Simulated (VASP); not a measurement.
Wanted: the native input for a VASP 6.6.1 run.

```yaml
Task: single point
Functional: PBE
Potentials_or_basis: VASP PAW PBE potentials, release 64 (In_d, As)
Cutoff: 520 eV
k_mesh: 12 × 12 × 8
Occupations: gaussian, width 0.1 eV
Spin: no spin polarisation
Dipole_correction: no
Further_INCAR_settings: ALGO = Fast; EDIFF = 1e-07; NBANDS = 30
```

The structure of In3As lies in POSCAR:

```
In3As
1.0
    5.1631463119      0.0000000000      0.0000000000
   -2.5815731559      4.4714158696      0.0000000000
    0.0000000000      0.0000000000      5.7587818316
In As
3 1
Direct
    0.3333333333      0.6666666667      0.8555435903
    0.6666666667      0.3333333333      0.8555435903
    0.0000000000      0.0000000000      0.5357933264
    0.0000000000      0.0000000000      0.0617424531
```

The cell was generated, and may not be a known phase.

The input as run:

INCAR

```
ALGO = Fast
EDIFF = 1E-7
ENCUT = 520
GGA = PE
ISIF = 2
ISMEAR = 0
LASPH = True
LCHARG = True
LELF = True
LREAL = False
LVHAR = True
LWAVE = False
NBANDS = 30
NELM = 80
PREC = Accurate
SIGMA = 0.1
```

KPOINTS

```
k-points
0
Gamma
  12 12 8
```

Potentials or basis: VASP PAW PBE potentials, release 64 (In_d, As).

Command:

```bash
$ cat potpaw_PBE.64/In_d/POTCAR potpaw_PBE.64/As/POTCAR > POTCAR
$ mpirun -np 1 vasp_std > vasp.out
```

It gave:

```
Pressure               : 0.0 GPa
Band gap on the k mesh : zero (bands 22 and 23 overlap by 0.84 eV)
```

Caveat: spin-orbit coupling is left out, which moves the levels of the heavy elements.

It took 5.3 min on 1 thread of Intel(R) Xeon(R) 6975P-C (Granite Rapids), on a shared host, peak memory 0.48 GiB.
